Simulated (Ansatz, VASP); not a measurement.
## Two plane-wave programs on Hf

INCAR

```
SYSTEM = Hf
  PREC = Accurate
  ENCUT = 520
  EDIFF = 1E-7
  ISMEAR = 0
  SIGMA = 0.15
  LREAL = .False.
  LASPH = .True.
  NELM = 80
  ALGO = Fast
  ISIF = 2
  LWAVE = .False.
  LCHARG = .True.
  LELF = .True.
  LVHAR = .True.
  NBANDS = 11
```

The input KPOINTS:

```
regular mesh
0
Gamma
  20 20 20
  0 0 0
```

POSCAR

```
Hf
1.0
    0.0000000000      2.1502728612      2.5093684290
    2.1502728612      0.0000000000      2.5093684290
    2.1502728612      2.1502728612      0.0000000000
Hf
1
Direct
    0.0000000000      0.0000000000      0.0000000000
```

Input for Ansatz:

```yaml
crystal:
  lattice:
    - [0.0, 2.1502728612, 2.509368429]
    - [2.1502728612, 0.0, 2.509368429]
    - [2.1502728612, 2.1502728612, 0.0]
  atoms:
    - { symbol: Hf, position: [0.0, 0.0, 0.0] }
basis:
  ecutwfc: 420
kpoints:
  mp_grid: { grid: [20, 20, 20] }
hamiltonian:
  xc: lda
scf:
  occupations: { method: gaussian, width: 0.15 }
output:
  forces: true
  stress: true
  eigenvalues: true
```

Alike in both runs: task single point; functional LDA; k mesh 20 × 20 × 20; occupations gaussian, width 0.15 eV; no spin polarisation.

```csv
,VASP,Ansatz
version,VASP 6.6.1,Ansatz 0.2.0
potentials or method,"VASP PAW LDA potentials, release 64 (Hf_pv), cutoff 520 eV","scalar-relativistic, plane waves, PAW"
valence electrons in the cell,10,26
```

|  | VASP | Ansatz | Ansatz less VASP |
| --- | --- | --- | --- |
| gap on the k mesh at the Fermi level (eV) | none | none | - |
| pressure (GPa) | -10.9 | -10.9 | +0.04 |
| traceless stress, the component that is largest in VASP (GPa) | -4.80 | -4.85 | -0.042 |

LDA's correlation is that of Perdew and Zunger in VASP and of Perdew and Wang (1992) in Ansatz. A gap of «none» marks a metal or a gap that the smearing closes. VASP's potentials hold 10 valence electrons a cell and Ansatz's 26, so a difference there can come from the potentials and not from the codes.

Spin-orbit coupling is off throughout.
